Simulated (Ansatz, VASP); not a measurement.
**KTaO3: VASP beside Ansatz**

```xyz
5
Lattice="4.0537 0.0000 0.0000 0.0000 4.0537 0.0000 0.0000 0.0000 4.0537" Properties=species:S:1:pos:R:3 pbc="T T T"
K     0.0000    0.0000    0.0000
Ta    2.0268    2.0268    2.0268
O     0.0000    2.0268    2.0268
O     2.0268    2.0268    0.0000
O     2.0268    0.0000    2.0268
```

Alike in both runs: task single point; functional PBE; k mesh 6 × 6 × 6; occupations gaussian, width 0.05 eV; non-collinear spin, spin-orbit coupling.

```csv
,VASP,Ansatz
version,VASP 6.6.1,Ansatz 0.2.0
potentials or method,"VASP PAW PBE potentials, release 64 (K_sv, Ta_pv, O), cutoff 520 eV","plane waves, PAW"
valence electrons in the cell,38,40
```

|  | VASP | Ansatz | Ansatz less VASP |
| --- | --- | --- | --- |
| pressure (GPa) | -3.2 | -4.1 | -0.89 |
| net moment per atom (μB) | 0.00 | 0.00 | 0.000 |

VASP's potentials hold 38 valence electrons a cell and Ansatz's 40, so a difference there can come from the potentials and not from the codes.
